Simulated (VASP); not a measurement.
Here is a VASP 6.6.1 calculation.

Contents of INCAR:

```
SYSTEM = Zn
ALGO = Normal
EDIFF = 1E-6
ENCUT = 520
GGA = CA
ISIF = 2
ISMEAR = -1
LASPH = .TRUE.
LCHARG = .FALSE.
LREAL = .FALSE.
LWAVE = .FALSE.
NBANDS = 25
NELM = 80
PREC = Accurate
SIGMA = 0.1
```

KPOINTS

```
k-points
0
G
  10 10 14
  0 0 0
```

Contents of POSCAR:

```
Zn
1.0
    4.3449538926      0.0000000000      0.0000000000
   -2.1724769463      3.7628404492      0.0000000000
    0.0000000000      0.0000000000      2.6465768040
Zn
3
Direct
    1.0000000000      1.0000000000      0.0000000000
    0.3333333333      0.6666666667      0.5000000000
    0.6666666667      0.3333333333      0.5000000000
```

Potentials or basis: VASP PAW LDA potentials, release 64 (Zn).

Command:

```bash
$ cat potpaw_LDA.64/Zn/POTCAR > POTCAR
$ mpirun -np 1 vasp_std > vasp.out
```

**Question.** What does it give for the band gap on the k mesh?

**Answer.** Zero (band 18 reaches 7.72 eV, above the bottom of band 19 at 2.37 eV).

**Question.** Predict the pressure.

**Answer.** -2.8 GPa.

Stress tensor (GPa, compression positive):
```
-3.14  0.00  0.00
 0.00 -3.14  0.00
 0.00  0.00 -2.07
```
